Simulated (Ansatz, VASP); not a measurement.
# Two plane-wave programs on Ba3AlN3

```
CELL_PARAMETERS angstrom
8.38469 0.00000 0.00000
-4.19234 7.26135 0.00000
0.00000 0.00000 5.60998
ATOMIC_POSITIONS crystal
Ba 0.94234 0.63671 0.25000
Ba 0.69437 0.05766 0.25000
Ba 0.36329 0.30563 0.25000
Ba 0.05766 0.36329 0.75000
Ba 0.30563 0.94234 0.75000
Ba 0.63671 0.69437 0.75000
Al 0.66667 0.33333 0.75000
Al 0.33333 0.66667 0.25000
N 0.87541 0.56574 0.75000
N 0.69033 0.12459 0.75000
N 0.43426 0.30967 0.75000
N 0.12459 0.43426 0.25000
N 0.30967 0.87541 0.25000
N 0.56574 0.69033 0.25000
```

Alike in both runs: task electric field gradients; functional PBE; k mesh 4 × 4 × 5; occupations fermi-dirac, width 0.02 eV; no spin polarisation.

|  | VASP | Ansatz |
| --- | --- | --- |
| version | VASP 6.6.1 | Ansatz 0.2.0 |
| potentials or method | VASP PAW PBE potentials, release 64 (Ba_sv, Al, N) | plane-wave PAW, scalar-relativistic |
| plane-wave cutoff (eV) | 520 | 420 |
| valence electrons in the cell | 96 | 96 |

```tsv
	VASP	Ansatz	Ansatz less VASP
pressure (GPa)	0.0	-1.0	-0.98
traceless stress, the component that is largest in VASP (GPa)	-0.01	-0.16	-0.150
rms of the force components (eV/Å)	0.001	0.049	+0.0484
size of Vzz on the site where it differs most (V/Å²)	178.0	172.5	-5.49
```

Atom by atom the forces differ by 0.049 eV/Å (rms over components).

Neither program's run includes spin-orbit coupling.
